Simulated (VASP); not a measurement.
Write the native input for VASP 6.6.1 that does the following.

```yaml
Task: single point
Functional: LDA
Potentials_or_basis: VASP PAW LDA potentials, release 64 (C, N)
Cutoff: 520 eV
k_mesh: 2 × 2 × 1
Occupations: gaussian, width 0.02 eV
Spin: collinear spin, ferromagnetic start
Starting_moments: "[0.0, 0.0, 0.0, 0.0, 0.0, 0.0, 0.0, 0.0, 0.0, 0.0, 0.0, 0.0, 0.0, 0.0, 0.0, 0.0, 0.0, 0.0, 0.25] μB"
Dipole_correction: no
Further_INCAR_settings: LREAL = Auto; ALGO = Normal; EDIFF = 1e-07; NBANDS = 58
```

The structure of C18N lies in POSCAR:

```
C18N
1.0
    7.3980000000      0.0000000000      0.0000000000
   -3.6990000000      6.4068560000      0.0000000000
    0.0000000000      0.0000000000     13.0000000000
C N
18 1
Direct
    0.0018837901      0.0066645793      0.0788349231
    0.2237870002      0.1193917890      0.0729528462
    0.0025811937      0.3404362452      0.0880485385
    0.2335646710      0.4564269901      0.0895144615
    0.0005433876      0.6746839636      0.0676175385
    0.2178284338      0.7907614905      0.0604296154
    0.3338867078      0.0080167246      0.0676807692
    0.5582979898      0.1154686480      0.0768553077
    0.3404341385      0.3390904993      0.0740683077
    0.5606718530      0.4479003430      0.0701537692
    0.3293439512      0.6790517845      0.0692743077
    0.5518833114      0.7747355333      0.0899753846
    0.6679902982      0.0058724591      0.0883465385
    0.8900010756      0.1184357819      0.0874403077
    0.6715890502      0.3369677733      0.0734096923
    0.8930736460      0.4502621879      0.0767218462
    0.6694405945      0.6680785396      0.0742395385
    0.8891534610      0.7847513663      0.0730229231
    0.3643203680      0.6441981839      0.1767983077
```

One way to write it, as run:

INCAR

```
PREC = Accurate ; ENCUT = 520
EDIFF = 1E-7 ; ISMEAR = 0
SIGMA = 0.02 ; LREAL = Auto
LASPH = T ; NELM = 150
ALGO = Normal ; ISIF = 2
LWAVE = F ; LCHARG = T
ISPIN = 2 ; MAGMOM = 0 0 0 0 0 0 0 0 0 0 0 0 0 0 0 0 0 0 0.25
LORBIT = 11 ; GGA = CA
LELF = T ; LVHAR = T
NBANDS = 58
```

KPOINTS

```
regular mesh
0
Gamma
  2 2 1
```

Potentials or basis: VASP PAW LDA potentials, release 64 (C, N).

Run with:

```console
$ cat potpaw_LDA.64/C/POTCAR potpaw_LDA.64/N/POTCAR > POTCAR
$ mpirun -np 1 vasp_std > vasp.out
```

Results of the run:

```
Largest force                                         : 0.210 eV/Å
Band gap on the k mesh                                : 0.21 eV (least direct gap 0.28 eV)
Net moment                                            : 1.00 μB per cell
Site moments                                          : C +0.08, -0.02, +0.07, -0.01, +0.06, +0.10, +0.03, +0.01 (each value once); N +0.14 μB
Valence electrons inside the program's atomic spheres : C 2.63, 2.65, 2.62, 2.56, 2.68, 2.66, 2.67 (each value once); N 3.59
```

Caveat: the k points lie up to 0.49 Å⁻¹ apart; there is no dipole correction, which matters where the two faces differ.

Wall time 6.7 min on 1 thread of Intel(R) Xeon(R) 6975P-C (Granite Rapids) (shared host), peak memory 0.62 GiB.
